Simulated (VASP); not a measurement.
# AlCu3 (Fm-3m) in VASP: a series of runs

AlCu3 is run at these levels: PBEsol; tasks: single point, relaxation of cell and atoms.

Everything below comes from runs of VASP 6.6.1. Logs are shortened: lines on timing, memory, paths and dates and some standing lists are left out, and cuts for length are marked.

## 1. The cell of the first run

Symmetry: Fm-3m, No. 225, cubic system. The conventional cell has a = 5.767 Å, b = 5.767 Å, c = 5.767 Å, α = 90.00°, β = 90.00°, γ = 90.00°. Within 3.3 Å of Al (site symmetry m-3m) lie 14 Cu at 2.50 to 2.88 Å. Cu (site symmetry m-3m) has 8 Cu at 2.50 Å and 6 Al at 2.88 Å within 3.3 Å. Within 3.3 Å of Cu (site symmetry -43m) lie 4 Al at 2.50 Å and 10 Cu at 2.50 to 2.88 Å.

## 2. Single point, PBEsol

File INCAR:

```
SYSTEM = AlCu3
PREC = Accurate
ENCUT = 520
EDIFF = 1E-6
ISMEAR = 0
SIGMA = 0.1
LREAL = .False.
LASPH = .True.
NELM = 100
ALGO = Normal
ISIF = 2
LWAVE = .False.
LCHARG = .False.
GGA = PS
NBANDS = 26
```

File KPOINTS:

```
regular mesh
0
Gamma
  12 12 12
  0 0 0
```

File POSCAR:

```
AlCu3
1.0
    0.0000000000      2.8834704673      2.8834704673
    2.8834704673      0.0000000000      2.8834704673
    2.8834704673      2.8834704673      0.0000000000
Al Cu
1 3
Direct
    0.0000000000      0.0000000000      0.0000000000
    0.5000000000      0.5000000000      0.5000000000
    0.2500000000      0.2500000000      0.2500000000
    0.7500000000      0.7500000000      0.7500000000
```

Potentials or basis: VASP PAW PBE potentials, release 64 (Al, Cu).

On the command line:

```
$ cat potpaw_PBE.64/Al/POTCAR potpaw_PBE.64/Cu/POTCAR > POTCAR
$ mpirun -np 1 vasp_std > vasp.out
```

OUTCAR:

```text
SYSTEM = AlCu3
   PREC = Accurate
   ENCUT = 520
   EDIFF = 1E-6
   ISMEAR = 0
   LREAL = .False.
   LASPH = .True.
   NELM = 100
   ISIF = 2
   GGA = PS

 ion  position               nearest neighbor table
   1  0.000  0.000  0.000-   4 2.50   4 2.50   4 2.50   3 2.50   3 2.50   3 2.50   4 2.50   3 2.50
                             2 2.88   2 2.88   2 2.88   2 2.88   2 2.88   2 2.88
   2  0.500  0.500  0.500-   3 2.50   3 2.50   3 2.50   4 2.50   4 2.50   4 2.50   4 2.50   3 2.50
                             1 2.88   1 2.88   1 2.88   1 2.88   1 2.88   1 2.88
   3  0.250  0.250  0.250-   1 2.50   1 2.50   1 2.50   2 2.50   2 2.50   2 2.50   2 2.50   1 2.50

   4  0.750  0.750  0.750-   2 2.50   2 2.50   2 2.50   1 2.50   1 2.50   1 2.50   2 2.50   1 2.50

  LATTYP: Found a face centered cubic cell.
 ALAT       =     5.7669409346

  Lattice vectors:

 A1 = (   0.0000000000,   2.8834704673,   2.8834704673)
 A2 = (   2.8834704673,   0.0000000000,   2.8834704673)
 A3 = (   2.8834704673,   2.8834704673,   0.0000000000)

Analysis of symmetry for initial positions (statically):
=====================================================================
 Subroutine PRICEL returns:
 Original cell was already a primitive cell.

 Routine SETGRP: Setting up the symmetry group for a
 face centered cubic supercell.

 Subroutine GETGRP returns: Found 48 space group operations
 (whereof 48 operations were pure point group operations)
 out of a pool of 48 trial point group operations.

The static configuration has the point symmetry O_h .

Analysis of symmetry for dynamics (positions and initial velocities):
=====================================================================
 Subroutine PRICEL returns:
 Original cell was already a primitive cell.

 Routine SETGRP: Setting up the symmetry group for a
 face centered cubic supercell.

 Subroutine GETGRP returns: Found 48 space group operations
 (whereof 48 operations were pure point group operations)
 out of a pool of 48 trial point group operations.

The dynamic configuration has the point symmetry O_h .

 Subroutine INISYM returns: Found 48 space group operations
 (whereof 48 operations are pure point group operations),
 and found     1 'primitive' translations

----------------------------------------------------------------------------------------

                                     Primitive cell

  volume of cell :      47.9487

  direct lattice vectors                    reciprocal lattice vectors
     0.000000000  2.883470467  2.883470467    -0.173402157  0.173402157  0.173402157
     2.883470467  0.000000000  2.883470467     0.173402157 -0.173402157  0.173402157
     2.883470467  2.883470467  0.000000000     0.173402157  0.173402157 -0.173402157

  length of vectors
     4.077843042  4.077843042  4.077843042     0.300341347  0.300341347  0.300341347

  position of ions in fractional coordinates (direct lattice)
     0.000000000  0.000000000  0.000000000
     0.500000000  0.500000000  0.500000000
     0.250000000  0.250000000  0.250000000
     0.750000000  0.750000000  0.750000000

  ion indices of the primitive-cell ions
   primitive index   ion index
                 1           1
                 2           2
                 3           3
                 4           4

----------------------------------------------------------------------------------------

 KPOINTS: regular mesh

Automatic generation of k-mesh.
 Grid dimensions read from file:
 generate k-points for:   12   12   12

 Generating k-lattice:

  Cartesian coordinates                     Fractional coordinates (reciprocal lattice)
    -0.014450180  0.014450180  0.014450180     0.083333333  0.000000000  0.000000000
     0.014450180 -0.014450180  0.014450180     0.000000000  0.083333333  0.000000000
     0.014450180  0.014450180 -0.014450180     0.000000000  0.000000000  0.083333333

  Length of vectors
     0.025028446  0.025028446  0.025028446

  Shift w.r.t. Gamma in fractional coordinates (k-lattice)
     0.000000000  0.000000000  0.000000000

 Subroutine IBZKPT returns following result:
 ===========================================

 Found     72 irreducible k-points:

 Following reciprocal coordinates:
            Coordinates               Weight
  0.000000  0.000000  0.000000      1.000000
  0.083333  0.000000  0.000000      8.000000
  0.166667  0.000000  0.000000      8.000000
  0.250000  0.000000  0.000000      8.000000
  0.333333  0.000000  0.000000      8.000000
  0.416667  0.000000  0.000000      8.000000
[... 16 lines left out ...]
  0.500000  0.166667  0.000000     24.000000
 -0.416667  0.166667  0.000000     24.000000
 [... further k-points ...]
   k-points           NKPTS =     72   k-points in BZ     NKDIM =     72   number of bands    NBANDS=     26
   number of dos      NEDOS =    301   number of ions     NIONS =      4
   total plane-waves  NPLWV =  27000
   dimension x,y,z NGX =    30 NGY =   30 NGZ =   30
   dimension x,y,z NGXF=    60 NGYF=   60 NGZF=   60
   ions per type =               1   3
   NGX,Y,Z   is equivalent  to a cutoff of  12.23, 12.23, 12.23 a.u.
   NGXF,Y,Z  is equivalent  to a cutoff of  24.46, 24.46, 24.46 a.u.
 SYSTEM =  AlCu3
   PREC   = accura    normal or accurate (medium, high low for compatibility)
   ISTART =      0    job   : 0-new  1-cont  2-samecut
   ICHARG =      2    charge: 1-file 2-atom 10-const
   ISPIN  =      1    spin polarized calculation?
   LNONCOLLINEAR =      F non collinear calculations
   LSORBIT =      F    spin-orbit coupling
   LASPH  =      T    aspherical Exc in radial PAW
   ENCUT  =  520.0 eV  38.22 Ry    6.18 a.u.   7.58  7.58  7.58*2*pi/ulx,y,z
   NELM   =    100;   NELMIN=  2; NELMDL= -5     # of ELM steps
   EDIFF  = 0.1E-05   stopping-criterion for ELM
   LREAL  =      F    real-space projection
   EDIFFG = 0.1E-04   stopping-criterion for IOM
   NSW    =      0    number of steps for IOM
   IBRION =     -1    ionic relax: 0-MD 1-quasi-New 2-CG
   NFREE  =      0    steps in history (QN), initial steepest desc. (CG)
   ISIF   =      2    stress and relaxation
   ISYM   =      2    0-nonsym 1-usesym 2-fastsym
   POTIM  = 0.5000    time-step for ionic-motion
   TEBEG  =    0.0;   TEEND  =   0.0 temperature during run
   PSTRESS=    0.0 pullay stress
   NELECT =      36.0000    total number of electrons
   NUPDOWN=      -1.0000    fix difference up-down
   EMIN   =  10.00;   EMAX   =-10.00  energy-range for DOS
   EFERMI =   0.00;   METHOD = LEGACY
   ISMEAR =     0;   SIGMA  =   0.10  broadening in eV -4-tet -1-fermi 0-gaus
   EFERMI_NEDOS =   21; number of points for ismear=-14 and -15
   IALGO  =     38    algorithm
   IMIX   =      4    mixing-type and parameters
     AMIX     =   0.40;   BMIX     =  1.00
     AMIX_MAG =   1.60;   BMIX_MAG =  1.00
  volume/ion in A,a.u.               =      11.99        80.89
  Fermi-wavevector in a.u.,A,eV,Ry     =   1.487933  2.811786 30.122561  2.213946
  Thomas-Fermi vector in A             =   2.601032
   LORBIT       =      0    0 simple, 1 ext, 2 COOP (PROOUT), +10 PAW based schemes
   GGA     = PS    functional components
   LHFCALC =     F    Hartree Fock is set to
   AEXX    =    0.0000 exact exchange contribution
   IVDW    =     0    specifies the selected vdW correction
   LEPSILON=     F    determine dielectric tensor
   LRPA    =     F    only Hartree local field effects (RPA)
 non-spin polarized calculation
 Gauss-broadening in eV      SIGMA  =   0.10
  energy-cutoff  :      520.00
  volume of cell :       47.95
 maximum number of plane-waves:      1308
   NGX = 15   NGY = 15   NGZ = 15

 number of electron      35.9999979 magnetization

 Free energy of the ion-electron system (eV)
  ---------------------------------------------------
  ext. energy  EPLUGINS =         0.00000000
  ---------------------------------------------------
  free energy    TOTEN  =       -17.73153360 eV

  energy without entropy =      -17.72665939  energy(sigma->0) =      -17.72909649

 E-fermi :   8.5788     XC(G=0): -12.4976

 val. band max:        8.5506704603   @ k =   0.3333   0.2500   0.0833
 cond. band min:       8.5832871254   @ k =  -0.1667   0.1667   0.0000
 fundamental gap:      0.0326166651
 Fermi energy:         8.5788250252

 k-point     1 :       0.0000    0.0000    0.0000
  band No.  band energies     occupation
      1      -2.0628      2.00000
      2       3.8534      2.00000
      3       3.8534      2.00000
      4       3.9400      2.00000
      5       3.9400      2.00000
      6       3.9400      2.00000
[... 18 lines left out ...]
     25      15.4302      0.00000
     26      15.4302      0.00000

 k-point     2 :       0.0833    0.0000    0.0000
  band No.  band energies     occupation
      1      -1.9660      2.00000
      2       3.8252      2.00000
      3       3.8252      2.00000
      4       3.9004      2.00000
      5       4.0104      2.00000
      6       4.0104      2.00000
[... 18 lines left out ...]
     25      15.1361      0.00000
     26      15.3404      0.00000

 k-point     3 :       0.1667    0.0000    0.0000
  band No.  band energies     occupation
      1      -1.6778      2.00000
      2       3.7838      2.00000
      3       3.8161      2.00000
      4       3.8161      2.00000
      5       4.1386      2.00000
      6       4.1386      2.00000
[... 18 lines left out ...]
     25      15.0143      0.00000
     26      15.7464      0.00000

 k-point     4 :       0.2500    0.0000    0.0000
  band No.  band energies     occupation
      1      -1.2049      2.00000
      2       3.5349      2.00000
      3       3.8466      2.00000
      4       3.8466      2.00000
      5       4.2789      2.00000
      6       4.2789      2.00000
[... 18 lines left out ...]
     25      15.7845      0.00000
     26      16.7293      0.00000
[... 496 lines left out ...]
      1      -0.0014      2.00000
      2       2.7841      2.00000
      3       3.7502      2.00000
      4       4.1462      2.00000
      5       4.1972      2.00000
      6       4.3958      2.00000
[... 18 lines left out ...]
     25      19.1263      0.00000
     26      20.1195      0.00000

 k-point    23 :       0.5000    0.1667    0.0000
  band No.  band energies     occupation
      1       0.7883      2.00000
      2       2.0571      2.00000
      3       3.7018      2.00000
      4       4.1550      2.00000
      5       4.1915      2.00000
      6       4.4423      2.00000
[... 18 lines left out ...]
     25      19.1129      0.00000
     26      20.5122      0.00000

 k-point    24 :      -0.4167    0.1667    0.0000
  band No.  band energies     occupation
      1       1.0334      2.00000
      2       1.8242      2.00000
      3       3.7239      2.00000
      4       4.0925      2.00000
      5       4.1760      2.00000
      6       4.4682      2.00000
[... 18 lines left out ...]
     25      17.7778      0.00000
     26      19.0059      0.00000

 [... further k-points ...]
[... 5 lines left out ...]
  --------------------------------------------------------------------------------------
  -------------------------------------------------------------------------------------
  Total        0.2125952      0.2125952      0.2125952      0.0000000      0.0000000      0.0000000
  in kB        7.1037471      7.1037471      7.1037471      0.0000000      0.0000000      0.0000000
  external PRESSURE =       7.1037471 kB  Pullay stress =       0.0000000 kB

 VOLUME and BASIS-vectors are now :
 -----------------------------------------------------------------------------
  energy-cutoff  :      520.00
  volume of cell :       47.95
      direct lattice vectors                 reciprocal lattice vectors
     0.000000000  2.883470467  2.883470467    -0.173402157  0.173402157  0.173402157
     2.883470467  0.000000000  2.883470467     0.173402157 -0.173402157  0.173402157
     2.883470467  2.883470467  0.000000000     0.173402157  0.173402157 -0.173402157

 POSITION                                       TOTAL-FORCE (eV/Angst)
 -----------------------------------------------------------------------------------
      0.00000      0.00000      0.00000        -0.000000      0.000000     -0.000000
      2.88347      2.88347      2.88347        -0.000000      0.000000     -0.000000
      1.44174      1.44174      1.44174        -0.000000     -0.000000     -0.000000
      4.32521      4.32521      4.32521         0.000000      0.000000      0.000000
 -----------------------------------------------------------------------------------
    total drift:                                0.000000     -0.000000      0.000000

  FREE ENERGIE OF THE ION-ELECTRON SYSTEM (eV)
  ---------------------------------------------------
  free  energy   TOTEN  =       -17.7315335964 eV

  energy  without entropy=      -17.7266593901  energy(sigma->0) =      -17.72909649
```

It took 2 min on 1 thread of AMD EPYC 7R43 (Zen 3), shared host; peak memory 0.18 GiB.

Results:

```yaml
Free_energy: -17.7315 eV
Pressure: 0.7 GPa
Band_gap_on_the_k_mesh: zero (band 18 reaches 12.35 eV, above the bottom of band 19 at 6.48 eV)
```

Levels at points of the mesh, in eV from the Fermi level:
| k point | band 15 | band 16 | band 17 | band 18 | band 19 | band 20 | band 21 | band 22 |
| --- | --- | --- | --- | --- | --- | --- | --- | --- |
| (0.00, 0.00, 0.00) | -2.48 | -2.48 | 3.77 | 3.77 | 3.77 | 4.19 | 4.19 | 4.19 |
| (0.50, 0.00, 0.00) | -2.43 | -2.43 | -2.15 | 2.69 | 2.69 | 2.95 | 2.95 | 3.67 |
| (0.50, 0.50, 0.00) | -2.35 | -2.30 | -2.15 | -2.15 | -2.10 | 2.01 | 2.38 | 10.94 |

Caveat: the PAW data sets were made with another functional, which shifts forces and pressure a little.

## 3. Single point, PBEsol

File INCAR:

```
SYSTEM = AlCu3
ALGO = Fast
EDIFF = 1E-6
ENCUT = 520
GGA = PS
ISIF = 2
ISMEAR = 0
LASPH = .TRUE.
LCHARG = .FALSE.
LREAL = .FALSE.
LWAVE = .FALSE.
NBANDS = 26
NELM = 100
PREC = Accurate
SIGMA = 0.1
```

File KPOINTS:

```
k-points
0
G
  16 16 16
  0 0 0
```

POSCAR is that of step 2.

Potentials or basis: VASP PAW PBE potentials, release 64 (Al, Cu).

On the command line:

```
$ cat potpaw_PBE.64/Al/POTCAR potpaw_PBE.64/Cu/POTCAR > POTCAR
$ mpirun -np 1 vasp_std > vasp.out
```

OUTCAR:

```text
SYSTEM = AlCu3
   EDIFF = 1E-6
   ENCUT = 520
   GGA = PS
   ISIF = 2
   ISMEAR = 0
   LASPH = .TRUE.
   LREAL = .FALSE.
   NELM = 100
   PREC = Accurate

 ion  position               nearest neighbor table
   1  0.000  0.000  0.000-   4 2.50   4 2.50   4 2.50   3 2.50   3 2.50   3 2.50   4 2.50   3 2.50
                             2 2.88   2 2.88   2 2.88   2 2.88   2 2.88   2 2.88
   2  0.500  0.500  0.500-   3 2.50   3 2.50   3 2.50   4 2.50   4 2.50   4 2.50   4 2.50   3 2.50
[... 895 lines left out ...]

 [... further k-points ...]
[... 5 lines left out ...]
  --------------------------------------------------------------------------------------
  -------------------------------------------------------------------------------------
  Total        0.1819906      0.1819906      0.1819906      0.0000000     -0.0000000      0.0000000
  in kB        6.0811106      6.0811106      6.0811106      0.0000000     -0.0000000      0.0000000
  external PRESSURE =       6.0811106 kB  Pullay stress =       0.0000000 kB

 VOLUME and BASIS-vectors are now :
 -----------------------------------------------------------------------------
  energy-cutoff  :      520.00
  volume of cell :       47.95
      direct lattice vectors                 reciprocal lattice vectors
     0.000000000  2.883470467  2.883470467    -0.173402157  0.173402157  0.173402157
     2.883470467  0.000000000  2.883470467     0.173402157 -0.173402157  0.173402157
     2.883470467  2.883470467  0.000000000     0.173402157  0.173402157 -0.173402157

 POSITION                                       TOTAL-FORCE (eV/Angst)
 -----------------------------------------------------------------------------------
      0.00000      0.00000      0.00000        -0.000000      0.000000      0.000000
      2.88347      2.88347      2.88347        -0.000000      0.000000      0.000000
      1.44174      1.44174      1.44174        -0.000000     -0.000000     -0.000000
      4.32521      4.32521      4.32521         0.000000      0.000000      0.000000
 -----------------------------------------------------------------------------------
    total drift:                                0.000000     -0.000000      0.000000

  FREE ENERGIE OF THE ION-ELECTRON SYSTEM (eV)
  ---------------------------------------------------
  free  energy   TOTEN  =       -17.7296712556 eV

  energy  without entropy=      -17.7239761666  energy(sigma->0) =      -17.72682371
```

Wall time 4 min (1 thread of AMD EPYC 7R43 (Zen 3), shared host); peak memory 0.23 GiB.

Results:

```yaml
Free_energy: -17.7297 eV
Pressure: 0.6 GPa
Band_gap_on_the_k_mesh: zero (band 18 reaches 12.35 eV, above the bottom of band 19 at 6.48 eV)
```

Levels at points of the mesh, in eV from the Fermi level:
| k point | band 15 | band 16 | band 17 | band 18 | band 19 | band 20 | band 21 | band 22 |
| --- | --- | --- | --- | --- | --- | --- | --- | --- |
| (0.00, 0.00, 0.00) | -2.52 | -2.52 | 3.74 | 3.74 | 3.74 | 4.15 | 4.15 | 4.15 |
| (0.50, 0.00, 0.00) | -2.47 | -2.47 | -2.19 | 2.66 | 2.66 | 2.92 | 2.92 | 3.63 |
| (0.50, 0.50, 0.00) | -2.38 | -2.34 | -2.19 | -2.19 | -2.14 | 1.97 | 2.34 | 10.90 |

Caveat: the PAW data sets were made with another functional, which shifts forces and pressure a little.

[end of part 1 of 2]
